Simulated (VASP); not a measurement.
# SiC in VASP: a series of runs, part 2 of 2

VASP 6.6.1.

## 3. Single point, PBE+D3(BJ)

This run uses another cell than the first one.

INCAR reads:

```
ALGO     = Normal         # electronic algorithm
DIPOL    = 0.5 0.5 0.457
EDIFF    = 1E-6           # SCF threshold, eV
ENCUT    = 520            # plane-wave cutoff, eV
GGA      = PE             # functional
IDIPOL   = 3            
ISIF     = 2              # what is computed and relaxed
ISMEAR   = 0              # smearing method
IVDW     = 12             # dispersion correction
LASPH    = True           # aspherical terms in the spheres
LCHARG   = False          # write CHGCAR
LDIPOL   = True         
LREAL    = Auto         
LWAVE    = False          # write WAVECAR
NBANDS   = 66             # bands
NELM     = 100            # most SCF steps
PREC     = Accurate       # precision mode
SIGMA    = 0.05           # smearing width, eV
```

KPOINTS reads:

```
k-points
0
Gamma
  3 3 1
```

POSCAR reads:

```
SiC
1.0
    6.1499993378      0.0000000000      0.0000000000
   -3.0749996689      5.3260556598      0.0000000000
    0.0000000000      0.0000000000     23.6491351110
C Si
12 12
Direct
    0.5000000000      0.0000000000      0.3382787558
    0.5000000000      0.5000000000      0.3382787558
    0.0000000000      0.0000000000      0.3382787558
    0.0000000000      0.5000000000      0.3382787558
    0.6666666667      0.8333333333      0.4444444444
    0.6666666667      0.3333333333      0.4444444444
    0.1666666667      0.8333333333      0.4444444444
    0.1666666667      0.3333333333      0.4444444444
    0.8306706552      0.6691090774      0.5458793449
    0.8344126594      0.1677211194      0.5549317379
    0.3321628920      0.6656772024      0.5549348840
    0.3332906667      0.1666043517      0.5521174668
    0.1666666667      0.8333333333      0.3648201779
    0.1666666667      0.3333333333      0.3648201779
    0.6666666667      0.8333333333      0.3648201779
    0.6666666667      0.3333333333      0.3648201779
    0.3332392905      0.6674627170      0.4700177035
    0.3340036522      0.1660223297      0.4697510796
    0.8331800962      0.6667445371      0.4669335464
    0.8325667178      0.1667201147      0.4700211172
    0.5043163715      0.4992086605      0.5738536206
    0.4995743591      0.0005735431      0.5816491622
   -0.0056082117      0.5054663913      0.5721624839
    0.0007073470     -0.0046152040      0.5738792180
```

Potentials or basis: VASP PAW PBE potentials, release 64 (C, Si).

Command:

```bash
> cat potpaw_PBE.64/C/POTCAR potpaw_PBE.64/Si/POTCAR > POTCAR
> mpirun -np 1 vasp_std > vasp.out
```

OUTCAR:

```text
EDIFF = 1E-6
   ENCUT = 520
   GGA = PE
   ISIF = 2
   ISMEAR = 0
   IVDW = 12
   LASPH = True
   LREAL = Auto
   NELM = 100
   PREC = Accurate
 IVDW          = 12

 ion  position               nearest neighbor table
   1  0.500  0.000  0.338-  13 1.88  16 1.88  15 1.88
   2  0.500  0.500  0.338-  14 1.88  15 1.88  16 1.88
   3  0.000  0.000  0.338-  15 1.88  14 1.88  13 1.88
   4  0.000  0.500  0.338-  16 1.88  13 1.88  14 1.88
   5  0.667  0.833  0.444-  19 1.85  20 1.88  17 1.88  15 1.88
   6  0.667  0.333  0.444-  19 1.85  18 1.87  20 1.87  16 1.88
   7  0.167  0.833  0.444-  19 1.85  18 1.87  17 1.87  13 1.88
   8  0.167  0.333  0.444-  20 1.88  17 1.88  18 1.88  14 1.88
   9  0.831  0.669  0.546-  23 1.85  24 1.86  21 1.86  19 1.87
[... 578 lines left out ...]
  external pressure =        2.00 kB  Pullay stress =        0.00 kB

 VOLUME and BASIS-vectors are now :
 -----------------------------------------------------------------------------
  energy-cutoff  :      520.00
  volume of cell :      774.63
      direct lattice vectors                 reciprocal lattice vectors
     6.149999338  0.000000000  0.000000000     0.162601644  0.093878103  0.000000000
    -3.074999669  5.326055660  0.000000000     0.000000000  0.187756205  0.000000000
     0.000000000  0.000000000 23.649135111     0.000000000  0.000000000  0.042284844

 POSITION                                       TOTAL-FORCE (eV/Angst)
 -----------------------------------------------------------------------------------
      3.07500      0.00000      8.00000         0.012427     -0.007726      2.239275
      1.53750      2.66303      8.00000         0.084522      0.051226      2.185739
      0.00000      0.00000      8.00000        -0.002093     -0.098627      2.185800
     -1.53750      2.66303      8.00000        -0.087526      0.050781      2.188079
      1.53750      4.43838     10.51073        -0.383306      0.219665      1.012624
      3.07500      1.77535     10.51073         0.031919     -0.340583      0.926704
[... 16 lines left out ...]
      4.56120      2.69214     13.53115         0.341971     -0.194484     -0.220771
     -3.05646      5.30147     13.57175        -0.269900      0.168167     -0.183515
 -----------------------------------------------------------------------------------
    total drift:                               -0.001308     -0.000459      0.079764

  FREE ENERGIE OF THE ION-ELECTRON SYSTEM (eV)
  ---------------------------------------------------
  free  energy   TOTEN  =      -170.1370975963 eV

  energy  without entropy=     -170.1237886202  energy(sigma->0) =     -170.13044311

 vacuum level on the upper side and lower side of the slab         3.326         5.704
```

stdout:

```text
POSCAR found type information on POSCAR C Si
 POSCAR found :  2 types and      24 ions
 scaLAPACK will be used
 LDA part: xc-table for (Slater+PW92), standard interpolation
 POSCAR, INCAR and KPOINTS ok, starting setup
 FFT: planning ... GRIDC
 FFT: planning ... GRID_SOFT
 FFT: planning ... GRID
 WAVECAR not read
 entering main loop
```

Wall time 11 min (1 thread of Intel Xeon 6975P-C (Granite Rapids), shared host); peak memory 0.83 GiB.

Results:

- Free energy: -170.1371 eV
- Largest force: 3.266 eV/Å
- Band gap on the k mesh: 0.01 eV
- Dispersion energy per atom: -0.230 eV

Forces in eV/Å, atoms in the order of the input:
```
C    0.012 -0.008  2.239
C    0.085  0.051  2.186
C   -0.002 -0.099  2.186
C   -0.088  0.051  2.188
C   -0.383  0.220  1.013
C    0.032 -0.341  0.927
C    0.302  0.144  0.928
C   -0.006  0.005  1.159
C    0.125 -0.075  1.396
C   -0.188 -0.117 -0.162
C    0.007  0.221 -0.161
C    0.344 -0.197  0.199
Si  -0.045 -0.011 -3.266
Si   0.017 -0.010 -3.173
Si   0.037 -0.021 -3.219
Si  -0.012  0.044 -3.266
Si   0.079 -0.183  0.160
Si  -0.199  0.112 -0.076
Si  -0.036  0.026 -0.412
Si   0.194  0.026  0.158
Si  -0.272  0.151 -0.186
Si  -0.077  0.038 -0.413
Si   0.342 -0.194 -0.221
Si  -0.270  0.168 -0.184
```

Caveat: the smearing spreads over this small gap; semilocal functionals underestimate gaps, and a narrow one can read as zero.

## 4. Single point, PBE+D3(BJ)

This run uses another cell than the first one.

INCAR reads:

```
SYSTEM = SiC
PREC = Accurate
ENCUT = 520
EDIFF = 1E-7
ISMEAR = 0
SIGMA = 0.05
LREAL = Auto
LASPH = .TRUE.
NELM = 80
ALGO = Fast
ISIF = 2
LWAVE = .FALSE.
LCHARG = .FALSE.
LDIPOL = .TRUE.
IDIPOL = 3
DIPOL = 0.5 0.5 0.457
GGA = PE
IVDW = 12
NBANDS = 66
```

KPOINTS reads:

```
Automatic mesh
0
G
  3 3 1
  0 0 0
```

POSCAR reads:

```
SiC
1.0
    6.1499993378      0.0000000000      0.0000000000
   -3.0749996689      5.3260556598      0.0000000000
    0.0000000000      0.0000000000     23.6491351110
C Si
12 12
Direct
    0.5000000000      0.0000000000      0.3382787558
    0.5000000000      0.5000000000      0.3382787558
    0.0000000000      0.0000000000      0.3382787558
    0.0000000000      0.5000000000      0.3382787558
    0.6666666667      0.8333333333      0.4444444444
    0.6666666667      0.3333333333      0.4444444444
    0.1666666667      0.8333333333      0.4444444444
    0.1666666667      0.3333333333      0.4444444444
    0.8322174589      0.6677694701      0.5515425747
    0.8355384344      0.1670083476      0.5520145424
    0.3330288364      0.6645076134      0.5520092152
    0.3311936155      0.1688247703      0.5520298572
    0.1666666667      0.8333333333      0.3648201779
    0.1666666667      0.3333333333      0.3648201779
    0.6666666667      0.8333333333      0.3648201779
    0.6666666667      0.3333333333      0.3648201779
    0.3325265680      0.6670354479      0.4688664845
    0.3334286129      0.1665750469      0.4693423462
    0.8337997950      0.6662128933      0.4697815692
    0.8329815135      0.1674902990      0.4688661976
    0.5020392189      0.5009844852      0.5787030069
    0.4999437060      0.0000688963      0.5654012427
   -0.0006560028      0.5006694315      0.5740541517
   -0.0009785995     -0.0020540610      0.5786827049
```

Command:

```bash
> cat potpaw_PBE.64/C/POTCAR potpaw_PBE.64/Si/POTCAR > POTCAR
> mpirun -np 1 vasp_std > vasp.out
```

Wall time 15 min (1 thread of Oxide Virtual Turin-like, shared host); peak memory 0.88 GiB.

Results (log left out):

* Free energy: -170.3055 eV
* Largest force: 3.220 eV/Å
* Band gap on the k mesh: 0.01 eV
* Dispersion energy per atom: -0.231 eV

Forces on the atoms (eV/Å):
```
C    0.033 -0.019  2.164
C   -0.109 -0.017  2.203
C   -0.040  0.103  2.203
C    0.097 -0.056  2.177
C    0.155 -0.089  1.017
C   -0.098  0.161  0.920
C   -0.188  0.005  0.919
C    0.035 -0.019  1.115
C    0.172 -0.100  0.273
C    0.012 -0.010  0.221
C    0.013 -0.009  0.223
C    0.182 -0.106  0.260
Si  -0.025 -0.017 -3.220
Si  -0.003  0.002 -3.145
Si   0.024 -0.014 -3.198
Si   0.002  0.030 -3.220
Si   0.185 -0.096 -0.055
Si  -0.102  0.059 -0.069
Si  -0.143  0.081 -0.149
Si   0.175 -0.113 -0.055
Si  -0.075 -0.046 -0.087
Si  -0.195  0.115 -0.249
Si  -0.112  0.067 -0.161
Si   0.003  0.089 -0.087
```

Levels at points of the mesh, in eV from the valence-band top:
```tsv
k point	band 44	band 45	band 46	band 47	band 48	band 49	band 50	band 51	band 52	band 53
(0.00, 0.00, 0.00)	-0.30	-0.24	-0.23	-0.02	0.00	0.01	0.09	0.09	0.58	1.59
```

Caveat: the smearing spreads over this small gap; semilocal functionals underestimate gaps, and a narrow one can read as zero.

## 5. The runs side by side

```csv
task,cell,gap on the mesh (eV),largest force (eV/Å)
relaxation of the atoms,"atoms relaxed from a = 6.150, b = 6.150, c = 21.649 Å, angles 90.0, 90.0, 120.0°, 24 atoms, atomic positions A",none,-
single point,"a = 6.150, b = 6.150, c = 23.649 Å, angles 90.0, 90.0, 120.0°, 24 atoms, atomic positions B",0.01,3.27
single point,"a = 6.150, b = 6.150, c = 23.649 Å, angles 90.0, 90.0, 120.0°, 24 atoms, atomic positions C",0.01,3.22
```

Alike in all rows: level PBE+D3(BJ); potentials or basis VASP PAW PBE potentials, release 64 (C, Si); no spin polarisation; k mesh 3 × 3 × 1; cutoff (eV) 520; smearing gaussian 0.05 eV.

Caveats: some runs use coarse meshes; the smearing spreads over this small gap (at least some runs); semilocal functionals underestimate gaps, and a narrow one can read as zero (at least some runs).

Absolute energies hang on the potentials; compare differences alone.
